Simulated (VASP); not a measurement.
Input of a VASP 6.6.1 run:

File INCAR:

```
SYSTEM = MnF2
  ALGO = Normal
  EDIFF = 1E-7
  ENCUT = 520
  GGA = PE
  ISIF = 2
  ISMEAR = -1
  ISPIN = 2
  LASPH = .TRUE.
  LCHARG = .FALSE.
  LMAXMIX = 4
  LORBIT = 11
  LREAL = .FALSE.
  LWAVE = .FALSE.
  MAGMOM = 4 4 0 0 0 0
  NBANDS = 40
  NELM = 150
  PREC = Accurate
  SIGMA = 0.1
```

Contents of KPOINTS:

```
k-points
0
G
  5 5 7
  0 0 0
```

The input POSCAR:

```
MnF2
1.0
    4.9693889739      0.0000000000      0.0000000000
    0.0000000000      4.9693889739      0.0000000000
    0.0000000000      0.0000000000      3.3756321712
Mn F
2 4
Direct
    0.0000000000      0.0000000000      0.0000000000
    0.5000000000      0.5000000000      0.5000000000
    0.3053000000      0.3053000000      0.0000000000
    0.1947000000      0.8053000000      0.5000000000
    0.6947000000      0.6947000000      0.0000000000
    0.8053000000      0.1947000000      0.5000000000
```

Potentials or basis: VASP PAW PBE potentials, release 64 (Mn_pv, F).

The run is started by

```bash
$ cat potpaw_PBE.64/Mn_pv/POTCAR potpaw_PBE.64/F/POTCAR > POTCAR
$ mpirun -np 1 vasp_std > vasp.out
```

Question: Predict the site moments.

Answer: Mn +4.60; F +0.08 μB.

Question: What does it give for the pressure?

Answer: -1.7 GPa.

Question: What does it give for the largest force?

Answer: 0.020 eV/Å.

Question: Estimate the band gap on the k mesh.

Answer: 1.23 eV.

Forces on the atoms (eV/Å):
```
Mn   0.000  0.000  0.000
Mn   0.000  0.000  0.000
F    0.014  0.014  0.000
F   -0.014  0.014  0.000
F   -0.014 -0.014  0.000
F    0.014 -0.014  0.000
```

Caveat: the run started ferromagnetic, and an antiferromagnetic order may lie lower in energy. A k mesh can miss the band edges.
